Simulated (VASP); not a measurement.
# Hg2P (Fm-3m) in VASP: single point with PBE

Aim: the single point of Hg2P with PBE.

All numbers are computed with VASP 6.6.1; they aren't measurements. Logs are shortened: lines on timing, memory, paths and dates and some standing lists are left out, and cuts for length are marked.

## 1. The cell of the first run

It takes space group Fm-3m (No. 225, cubic). Conventional cell: a = 6.578 Å, b = 6.578 Å, c = 6.578 Å, α = 90.00°, β = 90.00°, γ = 90.00°. Hg (site symmetry -43m) has 4 P at 2.85 Å and 6 Hg at 3.29 Å within 3.8 Å. Within 3.8 Å of P (site symmetry m-3m) lie 8 Hg at 2.85 Å.

The cell was built from a structure type or drawn by symmetry, and may not be a known phase.

## 2. Single point, PBE

Input file INCAR:

```
SYSTEM = Hg2P
ALGO = Normal
EDIFF = 1E-6
ENCUT = 500
GGA = PE
GGA_COMPAT = .FALSE.
ISIF = 2
ISMEAR = 0
LASPH = .TRUE.
LCHARG = .FALSE.
LREAL = .FALSE.
LWAVE = .FALSE.
NBANDS = 22
NELM = 120
PREC = Accurate
SIGMA = 0.1
```

Input file KPOINTS:

```
k-points
0
G
  4 4 4
  0 0 0
```

Input file POSCAR:

```
Hg2P
1.0
    0.0000000000      3.2887835300      3.2887835300
    3.2887835300      0.0000000000      3.2887835300
    3.2887835300      3.2887835300      0.0000000000
Hg P
2 1
Direct
    0.2500000000      0.2500000000      0.2500000000
    0.7500000000      0.7500000000      0.7500000000
    0.0000000000      0.0000000000      0.0000000000
```

Potentials or basis: VASP PAW PBE potentials, release 64 (Hg, P).

Launch:

```sh
$ cat potpaw_PBE.64/Hg/POTCAR potpaw_PBE.64/P/POTCAR > POTCAR
$ mpirun -np 1 vasp_std > vasp.out
```

OUTCAR:

```text
SYSTEM = Hg2P
   EDIFF = 1E-6
   ENCUT = 500
   GGA = PE
   ISIF = 2
   ISMEAR = 0
   LASPH = .TRUE.
   LREAL = .FALSE.
   NELM = 120
   PREC = Accurate

 ion  position               nearest neighbor table
   1  0.250  0.250  0.250-   3 2.85   3 2.85   3 2.85   3 2.85   2 3.29   2 3.29   2 3.29   2 3.29
                             2 3.29   2 3.29
   2  0.750  0.750  0.750-   3 2.85   3 2.85   3 2.85   3 2.85   1 3.29   1 3.29   1 3.29   1 3.29
                             1 3.29   1 3.29
   3  0.000  0.000  0.000-   2 2.85   2 2.85   2 2.85   1 2.85   2 2.85   1 2.85   1 2.85   1 2.85

  LATTYP: Found a face centered cubic cell.
 ALAT       =     6.5775670600

  Lattice vectors:

 A1 = (   0.0000000000,   3.2887835300,   3.2887835300)
 A2 = (   3.2887835300,   0.0000000000,   3.2887835300)
 A3 = (   3.2887835300,   3.2887835300,   0.0000000000)

Analysis of symmetry for initial positions (statically):
=====================================================================
 Subroutine PRICEL returns:
 Original cell was already a primitive cell.

 Routine SETGRP: Setting up the symmetry group for a
 face centered cubic supercell.

 Subroutine GETGRP returns: Found 48 space group operations
 (whereof 48 operations were pure point group operations)
 out of a pool of 48 trial point group operations.

The static configuration has the point symmetry O_h .

Analysis of symmetry for dynamics (positions and initial velocities):
=====================================================================
 Subroutine PRICEL returns:
 Original cell was already a primitive cell.

 Routine SETGRP: Setting up the symmetry group for a
 face centered cubic supercell.

 Subroutine GETGRP returns: Found 48 space group operations
 (whereof 48 operations were pure point group operations)
 out of a pool of 48 trial point group operations.

The dynamic configuration has the point symmetry O_h .

 Subroutine INISYM returns: Found 48 space group operations
 (whereof 48 operations are pure point group operations),
 and found     1 'primitive' translations

----------------------------------------------------------------------------------------

                                     Primitive cell

  volume of cell :      71.1436

  direct lattice vectors                    reciprocal lattice vectors
     0.000000000  3.288783530  3.288783530    -0.152031897  0.152031897  0.152031897
     3.288783530  0.000000000  3.288783530     0.152031897 -0.152031897  0.152031897
     3.288783530  3.288783530  0.000000000     0.152031897  0.152031897 -0.152031897

  length of vectors
     4.651042272  4.651042272  4.651042272     0.263326971  0.263326971  0.263326971

  position of ions in fractional coordinates (direct lattice)
     0.250000000  0.250000000  0.250000000
     0.750000000  0.750000000  0.750000000
     0.000000000  0.000000000  0.000000000

  ion indices of the primitive-cell ions
   primitive index   ion index
                 1           1
                 2           2
                 3           3

----------------------------------------------------------------------------------------

 KPOINTS: k-points

Automatic generation of k-mesh.
 Grid dimensions read from file:
 generate k-points for:    4    4    4

 Generating k-lattice:

  Cartesian coordinates                     Fractional coordinates (reciprocal lattice)
    -0.038007974  0.038007974  0.038007974     0.250000000  0.000000000  0.000000000
     0.038007974 -0.038007974  0.038007974     0.000000000  0.250000000  0.000000000
     0.038007974  0.038007974 -0.038007974     0.000000000  0.000000000  0.250000000

  Length of vectors
     0.065831743  0.065831743  0.065831743

  Shift w.r.t. Gamma in fractional coordinates (k-lattice)
     0.000000000  0.000000000  0.000000000

 Subroutine IBZKPT returns following result:
 ===========================================

 Found      8 irreducible k-points:

 Following reciprocal coordinates:
            Coordinates               Weight
  0.000000  0.000000  0.000000      1.000000
  0.250000  0.000000  0.000000      8.000000
  0.500000  0.000000  0.000000      4.000000
  0.250000  0.250000  0.000000      6.000000
  0.500000  0.250000  0.000000     24.000000
 -0.250000  0.250000  0.000000     12.000000
  0.500000  0.500000  0.000000      3.000000
 -0.250000  0.500000  0.250000      6.000000
   k-points           NKPTS =      8   k-points in BZ     NKDIM =      8   number of bands    NBANDS=     22
   number of dos      NEDOS =    301   number of ions     NIONS =      3
   total plane-waves  NPLWV =  46656
   dimension x,y,z NGX =    36 NGY =   36 NGZ =   36
   dimension x,y,z NGXF=    72 NGYF=   72 NGZF=   72
   ions per type =               2   1
   NGX,Y,Z   is equivalent  to a cutoff of  12.87, 12.87, 12.87 a.u.
   NGXF,Y,Z  is equivalent  to a cutoff of  25.74, 25.74, 25.74 a.u.
 SYSTEM =  Hg2P
   PREC   = accura    normal or accurate (medium, high low for compatibility)
   ISTART =      0    job   : 0-new  1-cont  2-samecut
   ICHARG =      2    charge: 1-file 2-atom 10-const
   ISPIN  =      1    spin polarized calculation?
   LNONCOLLINEAR =      F non collinear calculations
   LSORBIT =      F    spin-orbit coupling
   LASPH  =      T    aspherical Exc in radial PAW
   ENCUT  =  500.0 eV  36.75 Ry    6.06 a.u.   8.48  8.48  8.48*2*pi/ulx,y,z
   NELM   =    120;   NELMIN=  2; NELMDL= -5     # of ELM steps
   EDIFF  = 0.1E-05   stopping-criterion for ELM
   LREAL  =      F    real-space projection
[... 7 lines left out ...]
   TEBEG  =    0.0;   TEEND  =   0.0 temperature during run
   PSTRESS=    0.0 pullay stress
   NELECT =      29.0000    total number of electrons
   NUPDOWN=      -1.0000    fix difference up-down
   EMIN   =  10.00;   EMAX   =-10.00  energy-range for DOS
   EFERMI =   0.00;   METHOD = LEGACY
   ISMEAR =     0;   SIGMA  =   0.10  broadening in eV -4-tet -1-fermi 0-gaus
   EFERMI_NEDOS =   21; number of points for ismear=-14 and -15
   IALGO  =     38    algorithm
   IMIX   =      4    mixing-type and parameters
     AMIX     =   0.40;   BMIX     =  1.00
     AMIX_MAG =   1.60;   BMIX_MAG =  1.00
  volume/ion in A,a.u.               =      23.71       160.03
  Fermi-wavevector in a.u.,A,eV,Ry     =   1.213842  2.293829 20.046997  1.473413
  Thomas-Fermi vector in A             =   2.349281
   LORBIT       =      0    0 simple, 1 ext, 2 COOP (PROOUT), +10 PAW based schemes
   GGA     = PE    functional components
   LHFCALC =     F    Hartree Fock is set to
   AEXX    =    0.0000 exact exchange contribution
   IVDW    =     0    specifies the selected vdW correction
   LEPSILON=     F    determine dielectric tensor
   LRPA    =     F    only Hartree local field effects (RPA)
 non-spin polarized calculation
 Gauss-broadening in eV      SIGMA  =   0.10
  energy-cutoff  :      500.00
  volume of cell :       71.14
 maximum number of plane-waves:      1820
 NGX is ok and might be reduce to    36
   NGX = 17   NGY = 17   NGZ = 17

 number of electron      29.0000001 magnetization

 Free energy of the ion-electron system (eV)
  ---------------------------------------------------
  ext. energy  EPLUGINS =         0.00000000
  ---------------------------------------------------
  free energy    TOTEN  =        -4.67107295 eV

  energy without entropy =       -4.64739909  energy(sigma->0) =       -4.65923602

 E-fermi :   3.1020     XC(G=0): -10.1097

 val. band max:        3.0859006138   @ k =   0.0000   0.0000   0.0000
 cond. band min:       3.1076591837   @ k =   0.5000   0.2500   0.0000
 fundamental gap:      0.0217585699
 Fermi energy:         3.1019630796

 k-point     1 :       0.0000    0.0000    0.0000
  band No.  band energies     occupation
      1      -8.3572      2.00000
      2      -4.4324      2.00000
      3      -4.4324      2.00000
      4      -4.4324      2.00000
      5      -4.3122      2.00000
      6      -4.3122      2.00000
[... 14 lines left out ...]
     21      11.3906      0.00000
     22      11.3906      0.00000

 k-point     2 :       0.2500    0.0000    0.0000
  band No.  band energies     occupation
      1      -8.0118      2.00000
      2      -4.2840      2.00000
      3      -4.2840      2.00000
      4      -4.2614      2.00000
      5      -4.0787      2.00000
      6      -4.0787      2.00000
[... 14 lines left out ...]
     21      10.2437      0.00000
     22      11.4528      0.00000

 k-point     3 :       0.5000    0.0000    0.0000
  band No.  band energies     occupation
      1      -7.6146      2.00000
      2      -3.9953      2.00000
      3      -3.9953      2.00000
      4      -3.6219      2.00000
      5      -3.6124      2.00000
      6      -3.6124      2.00000
[... 14 lines left out ...]
     21      11.8577      0.00000
     22      11.8577      0.00000

 k-point     4 :       0.2500    0.2500    0.0000
  band No.  band energies     occupation
      1      -7.9046      2.00000
      2      -4.5807      2.00000
      3      -4.2431      2.00000
      4      -4.0548      2.00000
      5      -4.0548      2.00000
      6      -3.8560      2.00000
[... 14 lines left out ...]
     21      12.0005      0.00000
     22      13.1056      0.00000

 k-point     5 :       0.5000    0.2500    0.0000
  band No.  band energies     occupation
      1      -7.5199      2.00000
      2      -4.2899      2.00000
      3      -4.0408      2.00000
      4      -3.9625      2.00000
      5      -3.7821      2.00000
      6      -3.7513      2.00000
[... 14 lines left out ...]
     21      11.6720      0.00000
     22      12.4043      0.00000

 k-point     6 :      -0.2500    0.2500    0.0000
  band No.  band energies     occupation
      1      -7.6422      2.00000
      2      -4.2750      2.00000
      3      -4.1056      2.00000
      4      -3.8652      2.00000
      5      -3.7417      2.00000
      6      -3.6446      2.00000
[... 14 lines left out ...]
     21      11.3578      0.00000
     22      12.7590      0.00000

 k-point     7 :       0.5000    0.5000    0.0000
  band No.  band energies     occupation
      1      -7.4086      2.00000
      2      -4.5951      2.00000
      3      -4.1724      2.00000
      4      -4.0322      2.00000
      5      -3.6735      2.00000
      6      -3.6735      2.00000
[... 14 lines left out ...]
     21      11.5066      0.00000
     22      11.8162      0.00000

 k-point     8 :      -0.2500    0.5000    0.2500
  band No.  band energies     occupation
      1      -7.4004      2.00000
      2      -4.2107      2.00000
      3      -4.2107      2.00000
      4      -3.9690      2.00000
      5      -3.6996      2.00000
      6      -3.6996      2.00000
[... 14 lines left out ...]
     21      12.0017      0.00000
     22      12.5891      0.00000

------------------------ aborting loop because EDIFF is reached ----------------------------------------

  FORCE on cell =-STRESS in cart. coord.  units (eV):
  Direction    XX          YY          ZZ          XY          YZ          ZX
  --------------------------------------------------------------------------------------
  -------------------------------------------------------------------------------------
  Total        0.6128403      0.6128403      0.6128403      0.0000000      0.0000000      0.0000000
  in kB       13.8013643     13.8013643     13.8013643      0.0000000      0.0000000      0.0000000
  external PRESSURE =      13.8013643 kB  Pullay stress =       0.0000000 kB

 VOLUME and BASIS-vectors are now :
 -----------------------------------------------------------------------------
  energy-cutoff  :      500.00
  volume of cell :       71.14
      direct lattice vectors                 reciprocal lattice vectors
     0.000000000  3.288783530  3.288783530    -0.152031897  0.152031897  0.152031897
     3.288783530  0.000000000  3.288783530     0.152031897 -0.152031897  0.152031897
     3.288783530  3.288783530  0.000000000     0.152031897  0.152031897 -0.152031897

 POSITION                                       TOTAL-FORCE (eV/Angst)
 -----------------------------------------------------------------------------------
      1.64439      1.64439      1.64439         0.000000      0.000000      0.000000
      4.93318      4.93318      4.93318        -0.000000     -0.000000     -0.000000
      0.00000      0.00000      0.00000         0.000000     -0.000000     -0.000000
 -----------------------------------------------------------------------------------
    total drift:                                0.000000      0.000000      0.000000

  FREE ENERGIE OF THE ION-ELECTRON SYSTEM (eV)
  ---------------------------------------------------
  free  energy   TOTEN  =        -4.6710729486 eV

  energy  without entropy=       -4.6473990862  energy(sigma->0) =       -4.65923602
```

Run time: 6.8 s. Hardware: 1 thread of Intel Xeon 6975P-C (Granite Rapids), shared host; peak memory 0.2 GiB.

Results:

```yaml
Free_energy: -4.6711 eV
Pressure: 1.4 GPa
Band_gap_on_the_k_mesh: zero (an odd number of electrons rules out a gap without spin polarisation)
```

Caveat: the k points lie up to 0.41 Å⁻¹ apart, too coarse for converged energies and pressures of a metal; spin-orbit coupling is left out, which moves the levels of the heavy elements.
